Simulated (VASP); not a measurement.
Wanted: the native input for a VASP 6.6.1 run.

```yaml
Task: single point
Functional: PBE
Potentials_or_basis: VASP PAW PBE potentials, release 64 (Sn_d, Te)
Cutoff: 520 eV
k_mesh: 2 × 2 × 2
Occupations: gaussian, width 0.01 eV
Spin: no spin polarisation
Dipole_correction: no
Further_INCAR_settings: ALGO = Normal; EDIFF = 1e-07; NBANDS = 17
```

The structure of SnTe lies in POSCAR:

```
SnTe
1.0
    4.4559750000      0.0000000000      0.0000000000
    2.2279875000      3.8589875486      0.0000000000
    2.2279875000      1.2863291829      3.6382883522
Sn Te
1 1
Direct
    0.0000000000      0.0000000000      0.0000000000
    0.5000000000      0.5000000000      0.5000000000
```

One way to write it, as run:

INCAR

```
PREC     = Accurate       # precision mode
ENCUT    = 520            # plane-wave cutoff, eV
EDIFF    = 1E-7           # SCF threshold, eV
ISMEAR   = 0              # smearing method
SIGMA    = 0.01           # smearing width, eV
LREAL    = F              # projectors in reciprocal space
LASPH    = T              # aspherical terms in the spheres
NELM     = 80             # most SCF steps
ALGO     = Normal         # electronic algorithm
ISIF     = 2              # what is computed and relaxed
LWAVE    = F              # write WAVECAR
LCHARG   = F              # write CHGCAR
GGA      = PE             # functional
NBANDS   = 17             # bands
```

KPOINTS

```
regular mesh
0
Gamma
  2 2 2
```

Potentials or basis: VASP PAW PBE potentials, release 64 (Sn_d, Te).

The run is started by

```sh
$ cat potpaw_PBE.64/Sn_d/POTCAR potpaw_PBE.64/Te/POTCAR > POTCAR
$ mpirun -np 1 vasp_std > vasp.out
```

It gave:

| Quantity | Value |
| --- | --- |
| Pressure | 5.3 GPa |
| Band gap on the k mesh | 0.16 eV, direct |

Caveat: the k points lie up to 0.86 Å⁻¹ apart; spin-orbit coupling is left out, which moves the levels of the heavy elements.

Run time: 16 s on 1 thread of Intel Xeon 8259CL, on a shared host, peak memory 0.2 GiB.
